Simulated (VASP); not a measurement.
Here is a VASP 6.6.1 calculation.

File INCAR:

```
ALGO = Normal
EDIFF = 1E-6
ENCUT = 520
GGA = PE
ISIF = 2
ISMEAR = 0
LASPH = True
LCHARG = False
LREAL = False
LWAVE = False
NBANDS = 15
NELM = 60
PREC = Accurate
SIGMA = 0.15
```

KPOINTS

```
k-points
0
Gamma
  20 20 20
```

POSCAR

```
ZrC
1.0
    0.0000000000      2.7131192595      1.7635275187
    2.7131192595      0.0000000000      1.7635275187
    2.7131192595      2.7131192595      0.0000000000
Zr C
1 1
Direct
    0.5000000000      0.5000000000      0.5000000000
    0.0000000000      0.0000000000      0.0000000000
```

Potentials or basis: VASP PAW PBE potentials, release 64 (Zr_sv, C).

Command:

```console
$ cat potpaw_PBE.64/Zr_sv/POTCAR potpaw_PBE.64/C/POTCAR > POTCAR
$ mpirun -np 1 vasp_std > vasp.out
```

(1) What does it give for the pressure?

(2) Predict the band gap on the k mesh.

Answers

(1) 64.7 GPa.

(2) zero (bands 8 and 9 overlap by 2.58 eV).

Caveat: the stress differs along the axes, from -12 to 219 GPa.
